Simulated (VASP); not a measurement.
Wanted: the native input for a VASP 6.6.1 run.

```yaml
Task: single point
Functional: PBEsol
Potentials_or_basis: VASP PAW PBE potentials, release 64 (Al, Ga_d, N)
Cutoff: 520 eV
k_mesh: 6 × 6 × 6
Occupations: gaussian, width 0.05 eV
Spin: no spin polarisation
Dipole_correction: no
Further_INCAR_settings: ALGO = Normal; EDIFF = 1e-07; NBANDS = 31
```

The structure of Al3GaN4 lies in POSCAR:

```
Al3GaN4
1.0
    4.2749048883     -0.2423915143     -0.2423915143
   -0.2423915143      4.2749048883     -0.2423915143
   -0.2423915143     -0.2423915143      4.2749048883
Al Ga N
3 1 4
Direct
    0.5000000000      0.5000000000      0.0000000000
    0.5000000000      0.0000000000      0.5000000000
    0.0000000000      0.5000000000      0.5000000000
    0.0000000000      0.0000000000      0.0000000000
    0.7447140287      0.7447140287      0.2552859713
    0.7447140287      0.2552859713      0.7447140287
    0.2552859713      0.7447140287      0.7447140287
    0.2552859713      0.2552859713      0.2552859713
```

The input as run:

INCAR

```
SYSTEM = Al3GaN4
PREC = Accurate ; ENCUT = 520
EDIFF = 1E-7 ; ISMEAR = 0
SIGMA = 0.05 ; LREAL = .False.
LASPH = .True. ; NELM = 100
ALGO = Normal ; ISIF = 2
LWAVE = .False. ; LCHARG = .True.
GGA = PS ; LELF = .True.
LVHAR = .True. ; NBANDS = 31
```

KPOINTS

```
regular mesh
0
Gamma
  6 6 6
  0 0 0
```

Potentials or basis: VASP PAW PBE potentials, release 64 (Al, Ga_d, N).

Command:

```console
$ cat potpaw_PBE.64/Al/POTCAR potpaw_PBE.64/Ga_d/POTCAR potpaw_PBE.64/N/POTCAR > POTCAR
$ mpirun -np 1 vasp_std > vasp.out
```

Results of the run:

```json
{
 "Pressure": "36.3 GPa",
 "Largest force": "5.340 eV/Å",
 "Band gap on the k mesh": "2.61 eV, direct"
}
```

Caveat: the PAW data sets were made with another functional, which shifts forces and pressure a little.

It took 62 s on 1 thread of Intel Xeon 6975P-C, with other jobs on the host, peak memory 0.22 GiB.
